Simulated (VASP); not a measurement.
Wanted: the native input for a VASP 6.6.1 run.

| Quantity | Value |
| --- | --- |
| Task | single point |
| Functional | PBEsol |
| Potentials or basis | VASP PAW PBE potentials, release 64 (K_sv, Cl) |
| Cutoff | 520 eV |
| k mesh | 7 × 7 × 7 |
| Occupations | fermi-dirac, width 0.01 eV |
| Spin | no spin polarisation |
| Dipole correction | no |
| Further INCAR settings | ALGO = Normal; EDIFF = 1e-07; NBANDS = 15 |

The structure of KCl lies in POSCAR:

```
KCl
1.0
    3.6818212735      0.0000000000      0.0000000000
    0.0000000000      3.6818212735      0.0000000000
    0.0000000000      0.0000000000      3.6818212735
K Cl
1 1
Direct
    0.0000000000      0.0000000000      0.0000000000
    0.5000000000      0.5000000000      0.5000000000
```

This cell differs from its parent crystal: volume scaled by 1.04.

One way to write it, as run:

INCAR

```
  ALGO = Normal
  EDIFF = 1E-7
  ENCUT = 520
  GGA = PS
  ISIF = 2
  ISMEAR = -1
  LASPH = True
  LCHARG = False
  LREAL = False
  LWAVE = False
  NBANDS = 15
  NELM = 60
  PREC = Accurate
  SIGMA = 0.01
```

KPOINTS

```
k-points
0
Gamma
  7 7 7
```

Potentials or basis: VASP PAW PBE potentials, release 64 (K_sv, Cl).

Command:

```console
$ cat potpaw_PBE.64/K_sv/POTCAR potpaw_PBE.64/Cl/POTCAR > POTCAR
$ mpirun -np 1 vasp_std > vasp.out
```

Results of the run:

| Property | Result |
| --- | --- |
| Pressure | 1.2 GPa |
| Band gap on the k mesh | 5.20 eV, indirect (least direct gap 5.40 eV) |

Caveat: the PAW data sets were made with another functional, which shifts forces and pressure a little.

Wall time 6.2 s on 1 thread of Intel(R) Xeon(R) 6975P-C (Granite Rapids), on a shared host, peak memory 0.15 GiB.
